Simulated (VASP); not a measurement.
# Ta2SiI2 (P6/mmm) in VASP: notebook

Ta2SiI2 is run at these levels: PBE; tasks: single point, relaxation of cell and atoms.

Program: VASP 6.6.1. These are calculated values, not measurements. Logs are shortened: lines on timing, memory, paths and dates and some standing lists are left out, and cuts for length are marked.

### Step 1. The cell of the first run

Symmetry: P6/mmm, No. 191, hexagonal system. The conventional cell has a = 4.460 Å, b = 4.460 Å, c = 9.633 Å, α = 90.00°, β = 90.00°, γ = 120.00°. Within 3.4 Å of Ta (site symmetry -6m2) lie 3 Ta at 2.58 Å and 6 I at 2.93 Å. Within 4.5 Å of Si (site symmetry 6/mmm) lie 2 I at 3.43 Å and 6 Si at 4.46 Å. Within 3.7 Å of I (site symmetry 6mm) lie 1 I at 2.78 Å and 6 Ta at 2.93 Å and 1 Si at 3.43 Å.

The cell was built from a structure type or drawn by symmetry, and may not be a known phase.

### Step 2. Single point, PBE

Input file INCAR:

```
PREC     = Accurate       # precision mode
ENCUT    = 520            # plane-wave cutoff, eV
EDIFF    = 1E-6           # SCF threshold, eV
ISMEAR   = 0              # smearing method
SIGMA    = 0.1            # smearing width, eV
LREAL    = F              # projectors in reciprocal space
LASPH    = T              # aspherical terms in the spheres
NELM     = 60             # most SCF steps
ALGO     = Normal         # electronic algorithm
ISIF     = 2              # what is computed and relaxed
LWAVE    = F              # write WAVECAR
LCHARG   = F              # write CHGCAR
GGA      = PE             # functional
NBANDS   = 28             # bands
```

Input file KPOINTS:

```
regular mesh
0
Gamma
  6 6 2
```

Input file POSCAR:

```
Ta2SiI2
1.0
    4.4602289000      0.0000000000      0.0000000000
   -2.2301144500      3.8626715300      0.0000000000
    0.0000000000      0.0000000000      9.6330306300
Ta Si I
2 1 2
Direct
    0.3333333300      0.6666666700      0.0000000000
    0.6666666700      0.3333333300      0.0000000000
    0.0000000000      0.0000000000      0.5000000000
    0.0000000000      0.0000000000      0.1442448100
    0.0000000000      0.0000000000      0.8557551900
```

Potentials or basis: VASP PAW PBE potentials, release 64 (Ta_pv, Si, I).

On the command line:

```console
cat potpaw_PBE.64/Ta_pv/POTCAR potpaw_PBE.64/Si/POTCAR potpaw_PBE.64/I/POTCAR > POTCAR
mpirun -np 1 vasp_std > vasp.out
```

OUTCAR:

```text
PREC = Accurate
   ENCUT = 520
   EDIFF = 1E-6
   ISMEAR = 0
   LREAL = F
   LASPH = T
   NELM = 60
   ISIF = 2
   GGA = PE

 ion  position               nearest neighbor table
   1  0.333  0.667  0.000-   2 2.58   2 2.58   2 2.58   5 2.93   4 2.93   5 2.93   4 2.93   5 2.93
                             4 2.93
   2  0.667  0.333  0.000-   1 2.58   1 2.58   1 2.58   5 2.93   4 2.93   4 2.93   5 2.93   4 2.93
                             5 2.93
   3  0.000  0.000  0.500-
   4  0.000  0.000  0.144-   5 2.78   2 2.93   1 2.93   1 2.93   2 2.93   2 2.93   1 2.93
   5  0.000  0.000  0.856-   4 2.78   2 2.93   1 2.93   1 2.93   2 2.93   2 2.93   1 2.93

  LATTYP: Found a hexagonal cell.
 ALAT       =     4.4602289000
 C/A-ratio  =     2.1597614934

  Lattice vectors:

 A1 = (   4.4602289000,   0.0000000000,   0.0000000000)
 A2 = (  -2.2301144500,   3.8626715300,   0.0000000000)
 A3 = (   0.0000000000,   0.0000000000,   9.6330306300)

Analysis of symmetry for initial positions (statically):
=====================================================================
 Subroutine PRICEL returns:
 Original cell was already a primitive cell.

 Routine SETGRP: Setting up the symmetry group for a
 hexagonal supercell.

 Subroutine GETGRP returns: Found 24 space group operations
 (whereof 24 operations were pure point group operations)
 out of a pool of 24 trial point group operations.

The static configuration has the point symmetry D_6h.

Analysis of symmetry for dynamics (positions and initial velocities):
=====================================================================
 Subroutine PRICEL returns:
 Original cell was already a primitive cell.

 Routine SETGRP: Setting up the symmetry group for a
 hexagonal supercell.

 Subroutine GETGRP returns: Found 24 space group operations
 (whereof 24 operations were pure point group operations)
 out of a pool of 24 trial point group operations.

The dynamic configuration has the point symmetry D_6h.

 Subroutine INISYM returns: Found 24 space group operations
 (whereof 24 operations are pure point group operations),
 and found     1 'primitive' translations

----------------------------------------------------------------------------------------

                                     Primitive cell

[... 83 lines left out ...]
   ENCUT  =  520.0 eV  38.22 Ry    6.18 a.u.   8.29  8.29 17.91*2*pi/ulx,y,z
   NELM   =     60;   NELMIN=  2; NELMDL= -5     # of ELM steps
   EDIFF  = 0.1E-05   stopping-criterion for ELM
   LREAL  =      F    real-space projection
   EDIFFG = 0.1E-04   stopping-criterion for IOM
   NSW    =      0    number of steps for IOM
   IBRION =     -1    ionic relax: 0-MD 1-quasi-New 2-CG
   NFREE  =      0    steps in history (QN), initial steepest desc. (CG)
   ISIF   =      2    stress and relaxation
   ISYM   =      2    0-nonsym 1-usesym 2-fastsym
   POTIM  = 0.5000    time-step for ionic-motion
   TEBEG  =    0.0;   TEEND  =   0.0 temperature during run
   PSTRESS=    0.0 pullay stress
   NELECT =      40.0000    total number of electrons
   NUPDOWN=      -1.0000    fix difference up-down
   EMIN   =  10.00;   EMAX   =-10.00  energy-range for DOS
   EFERMI =   0.00;   METHOD = LEGACY
   ISMEAR =     0;   SIGMA  =   0.10  broadening in eV -4-tet -1-fermi 0-gaus
   EFERMI_NEDOS =   21; number of points for ismear=-14 and -15
   IALGO  =     38    algorithm
   IMIX   =      4    mixing-type and parameters
     AMIX     =   0.40;   BMIX     =  1.00
     AMIX_MAG =   1.60;   BMIX_MAG =  1.00
  volume/ion in A,a.u.               =      33.19       223.99
  Fermi-wavevector in a.u.,A,eV,Ry     =   1.018808  1.925267 14.122427  1.037969
  Thomas-Fermi vector in A             =   2.152286
   LORBIT       =      0    0 simple, 1 ext, 2 COOP (PROOUT), +10 PAW based schemes
   GGA     = PE    functional components
   LHFCALC =     F    Hartree Fock is set to
   AEXX    =    0.0000 exact exchange contribution
   IVDW    =     0    specifies the selected vdW correction
   LEPSILON=     F    determine dielectric tensor
   LRPA    =     F    only Hartree local field effects (RPA)
 non-spin polarized calculation
 Gauss-broadening in eV      SIGMA  =   0.10
  energy-cutoff  :      520.00
  volume of cell :      165.96
 maximum number of plane-waves:      4494
 NGX is ok and might be reduce to    36
   NGX = 17   NGY = 17   NGZ = 35

 number of electron      39.9999997 magnetization

 Free energy of the ion-electron system (eV)
  ---------------------------------------------------
  ext. energy  EPLUGINS =         0.00000000
  ---------------------------------------------------
  free energy    TOTEN  =       -22.72651150 eV

  energy without entropy =      -22.70105687  energy(sigma->0) =      -22.71378418

 E-fermi :   4.1385     XC(G=0):  -8.5361

 val. band max:        4.1122147429   @ k =   0.5000   0.0000   0.0000
 cond. band min:       4.1774311260   @ k =   0.5000   0.0000   0.0000
 fundamental gap:      0.0652163832
 Fermi energy:         4.1384729776

 k-point     1 :       0.0000    0.0000    0.0000
  band No.  band energies     occupation
      1     -30.8573      2.00000
      2     -30.8573      2.00000
      3     -30.6034      2.00000
      4     -30.2216      2.00000
      5     -29.5821      2.00000
      6     -29.5821      2.00000
[... 423 lines left out ...]
     27       7.7915      0.00000
     28       7.8369      0.00000

------------------------ aborting loop because EDIFF is reached ----------------------------------------

  FORCE on cell =-STRESS in cart. coord.  units (eV):
  Direction    XX          YY          ZZ          XY          YZ          ZX
  --------------------------------------------------------------------------------------
  -------------------------------------------------------------------------------------
  Total        8.5508181      8.5508180     14.3206964      0.0000000     -0.0000000      0.0000000
  in kB       82.5487272     82.5487270    138.2505449      0.0000000     -0.0000000      0.0000000
  external PRESSURE =     101.1159997 kB  Pullay stress =       0.0000000 kB

 VOLUME and BASIS-vectors are now :
 -----------------------------------------------------------------------------
  energy-cutoff  :      520.00
  volume of cell :      165.96
      direct lattice vectors                 reciprocal lattice vectors
     4.460228900  0.000000000  0.000000000     0.224203740  0.129444090  0.000000000
    -2.230114450  3.862671530  0.000000000     0.000000000  0.258888179  0.000000000
     0.000000000  0.000000000  9.633030630     0.000000000  0.000000000  0.103809490

 POSITION                                       TOTAL-FORCE (eV/Angst)
 -----------------------------------------------------------------------------------
     -0.00000      2.57511      0.00000         0.000000     -0.000000      0.000000
      2.23011      1.28756      0.00000        -0.000000     -0.000000      0.000000
      0.00000      0.00000      4.81652        -0.000000     -0.000000      0.000000
      0.00000      0.00000      1.38951        -0.000000     -0.000000      6.296623
      0.00000      0.00000      8.24352        -0.000000      0.000000     -6.296623
 -----------------------------------------------------------------------------------
    total drift:                                0.000000     -0.000000     -0.000000

  FREE ENERGIE OF THE ION-ELECTRON SYSTEM (eV)
  ---------------------------------------------------
  free  energy   TOTEN  =       -22.7265114995 eV

  energy  without entropy=      -22.7010568672  energy(sigma->0) =      -22.71378418
```

OSZICAR:

```text
N       E                     dE             d eps       ncg     rms          rms(c)
DAV:   1     0.268534136568E+03    0.26853E+03   -0.19214E+04   880   0.123E+03
DAV:   2    -0.691070857701E+01   -0.27544E+03   -0.26807E+03   988   0.276E+02
DAV:   3    -0.235843897715E+02   -0.16674E+02   -0.16217E+02   984   0.614E+01
DAV:   4    -0.241277802675E+02   -0.54339E+00   -0.53606E+00  1048   0.109E+01
DAV:   5    -0.241455629478E+02   -0.17783E-01   -0.17762E-01  1084   0.196E+00    0.260E+01
DAV:   6    -0.234020909617E+02    0.74347E+00   -0.11749E+01   948   0.804E+00    0.143E+01
DAV:   7    -0.239802535967E+02   -0.57816E+00   -0.28620E+01   888   0.890E+00    0.129E+01
DAV:   8    -0.227197066461E+02    0.12605E+01   -0.87698E+00   880   0.475E+00    0.139E+00
DAV:   9    -0.227273009823E+02   -0.75943E-02   -0.15091E-01   900   0.142E+00    0.158E+00
DAV:  10    -0.227268144735E+02    0.48651E-03   -0.35415E-03  1108   0.266E-01    0.136E+00
DAV:  11    -0.227264874555E+02    0.32702E-03   -0.71426E-03   884   0.325E-01    0.206E-01
DAV:  12    -0.227264111576E+02    0.76298E-04   -0.62809E-04   876   0.868E-02    0.119E-01
DAV:  13    -0.227264669889E+02   -0.55831E-04   -0.61701E-05  1004   0.238E-02    0.348E-02
DAV:  14    -0.227265143122E+02   -0.47323E-04   -0.73850E-05   844   0.283E-02    0.318E-02
DAV:  15    -0.227265120718E+02    0.22404E-05   -0.25895E-06   640   0.610E-03    0.146E-02
DAV:  16    -0.227265114995E+02    0.57229E-06   -0.27306E-06   616   0.456E-03
   1 F= -.22726511E+02 E0= -.22713784E+02  d E =-.254546E-01
```

stdout:

```text
POSCAR found type information on POSCAR TaSiI
 POSCAR found :  3 types and       5 ions
 scaLAPACK will be used
 LDA part: xc-table for (Slater+PW92), standard interpolation
 POSCAR, INCAR and KPOINTS ok, starting setup
 FFT: planning ... GRIDC
 FFT: planning ... GRID_SOFT
 FFT: planning ... GRID
 WAVECAR not read
 entering main loop
```

Run time: 48 s. Hardware: 1 thread of Intel Xeon 6975P-C (Granite Rapids), shared host; peak memory 0.31 GiB.

Results:

| Item | Value |
| --- | --- |
| Free energy | -22.7265 eV |
| Pressure | 10.1 GPa |
| Largest force | 6.297 eV/Å |
| Band gap on the k mesh | zero (bands 20 and 21 overlap by 0.59 eV) |

Forces in eV/Å, atoms in the order of the input:
```
Ta   0.000  0.000  0.000
Ta   0.000  0.000  0.000
Si   0.000  0.000  0.000
I    0.000  0.000  6.297
I    0.000  0.000 -6.297
```

Levels at points of the mesh, in eV from the Fermi level:
| k point | band 18 | band 19 | band 20 | band 21 | band 22 | band 23 |
| --- | --- | --- | --- | --- | --- | --- |
| (0.00, 0.00, 0.00) | -1.89 | -0.23 | 0.13 | 0.13 | 1.16 | 1.16 |
| (0.50, 0.00, 0.00) | -1.46 | -0.78 | -0.03 | 0.04 | 0.81 | 1.39 |
| (0.00, 0.00, 0.50) | -1.89 | -0.91 | 0.13 | 0.13 | 0.58 | 1.33 |
| (0.50, 0.00, 0.50) | -1.45 | -0.98 | -0.04 | 0.37 | 0.64 | 0.68 |

Caveat: the cell stands under pressure; spin-orbit coupling is left out, which moves the levels of the heavy elements; forces of over 1 eV/Å act on the atoms, so gaps and moduli don't describe the material at rest.

### Step 3. Single point, PBE

This run uses another cell than the first one, of 33.44 Å³/atom.

Input file INCAR:

```
SYSTEM = Ta2SiI2
PREC = Accurate
ENCUT = 520
EDIFF = 1E-6
ISMEAR = 0
SIGMA = 0.1
LREAL = .FALSE.
LASPH = .TRUE.
NELM = 60
ALGO = Normal
ISIF = 2
LWAVE = .FALSE.
LCHARG = .FALSE.
GGA = PE
NBANDS = 28
```

Input file KPOINTS:

```
regular mesh
0
G
  6 6 2
  0 0 0
```

Input file POSCAR:

```
Ta2SiI2
1.0
    4.4551878452      0.0000000000      0.0000000000
   -2.2275939226      3.8583058526      0.0000000000
    0.0000000000      0.0000000000      9.7266101082
Ta Si I
2 1 2
Direct
    0.3333333333      0.6666666667      0.0000000000
    0.6666666667      0.3333333333      0.0000000000
    0.0000000000      0.0000000000      0.5000000000
    0.0000000000      0.0000000000      0.2023717691
    0.0000000000      0.0000000000      0.7976282309
```

Potentials or basis: VASP PAW PBE potentials, release 64 (Ta_pv, Si, I).

On the command line:

```console
cat potpaw_PBE.64/Ta_pv/POTCAR potpaw_PBE.64/Si/POTCAR potpaw_PBE.64/I/POTCAR > POTCAR
mpirun -np 1 vasp_std > vasp.out
```

Run time: 46 s. Hardware: 1 thread of Intel Xeon 6975P-C (Granite Rapids), shared host; peak memory 0.32 GiB.

It converged, with:

```
Free energy            : -25.2540 eV
Pressure               : 0.0 GPa
Band gap on the k mesh : zero (bands 20 and 21 overlap by 1.06 eV)
```

Forces in eV/Å, atoms in the order of the input:
```
Ta   0.000  0.000  0.000
Ta   0.000  0.000  0.000
Si   0.000  0.000  0.000
I    0.000  0.000  0.002
I    0.000  0.000 -0.002
```

Stress tensor (GPa, compression positive):
```
-0.06  0.00  0.00
 0.00 -0.06  0.00
 0.00  0.00  0.02
```

Levels at points of the mesh, in eV from the Fermi level:
```
           k point  band 16  band 17  band 18  band 19  band 20  band 21  band 22  band 23  band 24  band 25
(0.00, 0.00, 0.00)    -1.30    -1.30    -1.11    -0.18     0.56     0.56     0.82     0.82     1.86     1.92
(0.50, 0.00, 0.00)    -2.05    -1.66    -1.06    -0.53     0.12     0.29     0.37     0.96     1.96     2.16
(0.00, 0.00, 0.50)    -1.84    -1.30    -1.30    -0.92     0.82     0.82     0.86     0.86     1.40     1.40
(0.50, 0.00, 0.50)    -2.23    -1.35    -1.03    -0.83    -0.04     0.31     0.72     0.91     1.44     1.66
```

Caveat: spin-orbit coupling is left out, which moves the levels of the heavy elements.

### Step 4. Relaxation of cell and atoms, PBE

Input file INCAR:

```
ALGO = Normal
EDIFF = 1E-6
EDIFFG = -0.04
ENCUT = 600
GGA = PE
IBRION = 2
ISIF = 3
ISMEAR = 0
LASPH = T
LCHARG = F
LREAL = F
LWAVE = F
NELM = 80
NSW = 90
PREC = Accurate
SIGMA = 0.1
```

Input file KPOINTS:

```
k-points
0
Gamma
  6 6 2
```

Input file POSCAR:

```
Ta2SiI2
1.0
    4.4602289000      0.0000000000      0.0000000000
   -2.2301144500      3.8626715300      0.0000000000
    0.0000000000      0.0000000000      9.6330306300
Ta Si I
2 1 2
Direct
    0.3333333300      0.6666666700      0.0000000000
    0.6666666700      0.3333333300      0.0000000000
    0.0000000000      0.0000000000      0.5000000000
    0.0000000000      0.0000000000      0.1442448100
    0.0000000000      0.0000000000      0.8557551900
```

On the command line:

```console
cat potpaw_PBE.64/Ta_pv/POTCAR potpaw_PBE.64/Si/POTCAR potpaw_PBE.64/I/POTCAR > POTCAR
mpirun -np 1 vasp_std > vasp.out
```

Run time: 10 min. Hardware: 1 thread of Intel Xeon 6975P-C (Granite Rapids), shared host; peak memory 0.36 GiB.

Results (log left out):

```yaml
Free_energy: -25.2540 eV
Relaxed_volume: 33.41 Å³/atom
Relaxed_cell: a = 4.452 Å, b = 4.452 Å, c = 9.732 Å, α = 90.00°, β = 90.00°, γ = 120.00°
Space_group_after_relaxing_to_0.1_Å: P6/mmm (No. 191)
Energy_gained_by_relaxing: 505.4 meV/atom
Ionic_steps: 21
Pressure_after_relaxing: 0.0 GPa
Largest_force_after_relaxing: 0.032 eV/Å
Band_gap_on_the_k_mesh: zero (bands 20 and 21 overlap by 1.07 eV)
```

Forces on the atoms (eV/Å):
```
Ta   0.000  0.000  0.000
Ta   0.000  0.000  0.000
Si   0.000  0.000  0.000
I    0.000  0.000 -0.032
I    0.000  0.000  0.032
```

Stress tensor (GPa, compression positive):
```
-0.06  0.00  0.00
 0.00 -0.06  0.00
 0.00  0.00  0.02
```

Step by step:
```csv
step,energy change (eV),largest force (eV/Å),pressure (GPa),volume (Å³)
1,0.0000,6.2963,10.11,165.96
2,-1.3830,0.1563,-5.46,221.34
3,-1.8832,0.9708,-2.51,197.62
4,-1.8849,1.0423,-2.32,196.72
5,-2.1528,0.7853,-0.74,185.94
6,-2.1804,0.6947,1.49,175.50
7,-2.2028,0.7206,0.43,179.75
8,-2.2865,0.5208,-0.25,179.42
9,-2.4299,0.0789,-1.78,178.34
10,-2.4454,0.1052,-2.16,177.81
11,-2.4849,0.1722,-1.59,173.86
12,-2.4993,0.2581,-1.03,170.51
13,-2.4996,0.2762,-0.93,169.94
14,-2.5112,0.2091,-0.67,169.03
15,-2.5210,0.0579,-0.05,167.06
16,-2.5211,0.0645,-0.07,167.14
17,-2.5232,0.0575,-0.01,166.84
18,-2.5259,0.0339,0.22,165.92
19,-2.5267,0.0400,0.05,166.65
20,-2.5267,0.0420,0.01,166.88
21,-2.5269,0.0321,-0.03,167.04
```

Final structure:
```
Ta Si I
1.0
     4.45192    0.00000    0.00000
    -2.22596    3.85547    0.00000
     0.00000    0.00000    9.73180
Ta Si I
2 1 2
Direct
  0.33333 0.66667 0.00000
  0.66667 0.33333 0.00000
  0.00000 0.00000 0.50000
  0.00000 0.00000 0.20339
  0.00000 0.00000 0.79661
```

Levels at points of the mesh, in eV from the Fermi level:
| k point | band 16 | band 17 | band 18 | band 19 | band 20 | band 21 | band 22 | band 23 | band 24 |
| --- | --- | --- | --- | --- | --- | --- | --- | --- | --- |
| (0.00, 0.00, 0.00) | -1.28 | -1.28 | -1.10 | -0.17 | 0.56 | 0.56 | 0.84 | 0.84 | 1.93 |
| (0.50, 0.00, 0.00) | -2.04 | -1.66 | -1.05 | -0.53 | 0.12 | 0.27 | 0.38 | 0.97 | 2.16 |
| (0.00, 0.00, 0.50) | -1.86 | -1.28 | -1.28 | -0.89 | 0.84 | 0.84 | 0.85 | 0.85 | 1.41 |
| (0.50, 0.00, 0.50) | -2.21 | -1.34 | -1.02 | -0.82 | -0.05 | 0.32 | 0.73 | 0.93 | 1.45 |

Caveat: spin-orbit coupling is left out, which moves the levels of the heavy elements.

### Step 5. The runs side by side

```tsv
task	cell	cutoff (eV)	gap on the mesh (eV)	pressure (GPa)	largest force (eV/Å)
single point	a = 4.460, b = 4.460, c = 9.633 Å, angles 90.0, 90.0, 120.0°, 5 atoms, atomic positions A	520	none	10.1	6.30
single point	a = 4.455, b = 4.455, c = 9.727 Å, angles 90.0, 90.0, 120.0°, 5 atoms, atomic positions B	520	none	0.0	-
relaxation of cell and atoms	relaxed from a = 4.460, b = 4.460, c = 9.633 Å, angles 90.0, 90.0, 120.0°, 5 atoms, atomic positions A	600	none	0.0	0.03
```

Alike in all rows: level PBE; potentials or basis VASP PAW PBE potentials, release 64 (Ta_pv, Si, I); no spin polarisation; k mesh 6 × 6 × 2; smearing gaussian 0.1 eV.

Caveats: spin-orbit coupling is left out, which moves the levels of the heavy elements; the cell stands under pressure (at least some runs); forces of over 1 eV/Å act on the atoms, so gaps and moduli don't describe the material at rest (at least some runs).

Absolute energies hang on the potentials; compare differences alone.
